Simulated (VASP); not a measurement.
Input of a VASP 6.6.1 run:

The input INCAR:

```
  PREC = Accurate
  ENCUT = 600
  EDIFF = 1E-6
  ISMEAR = -1
  SIGMA = 0.1
  LREAL = F
  LASPH = T
  NELM = 100
  ALGO = Normal
  ISIF = 3
  LWAVE = F
  LCHARG = F
  GGA = PS
  IVDW = 12
  IBRION = 2
  NSW = 100
  EDIFFG = -0.002
```

File KPOINTS:

```
regular mesh
0
Gamma
  10 10 10
```

Contents of POSCAR:

```
GaSb
1.0
    0.0000000000      3.0590000000      3.0590000000
    3.0590000000      0.0000000000      3.0590000000
    3.0590000000      3.0590000000      0.0000000000
Ga Sb
1 1
Direct
    0.0000000000      0.0000000000      0.0000000000
    0.7500000000      0.7500000000      0.7500000000
```

Potentials or basis: VASP PAW PBE potentials, release 64 (Ga_d, Sb).

The run is started by

```console
$ cat potpaw_PBE.64/Ga_d/POTCAR potpaw_PBE.64/Sb/POTCAR > POTCAR
$ mpirun -np 1 vasp_std > vasp.out
```

(1) Estimate the relaxed cell.

(2) Predict the relaxed volume.

(3) Predict the band gap on the k mesh.

(4) What does it give for the dispersion energy per atom?

Answers

(1) a = 4.275 Å, b = 4.275 Å, c = 4.275 Å, α = 60.00°, β = 60.00°, γ = 60.00°.

(2) 27.63 Å³/atom.

(3) 0.25 eV, direct.

(4) -0.335 eV.

Caveat: the PAW data sets were made with another functional, which shifts forces and pressure a little; spin-orbit coupling is left out, which moves the levels of the heavy elements.
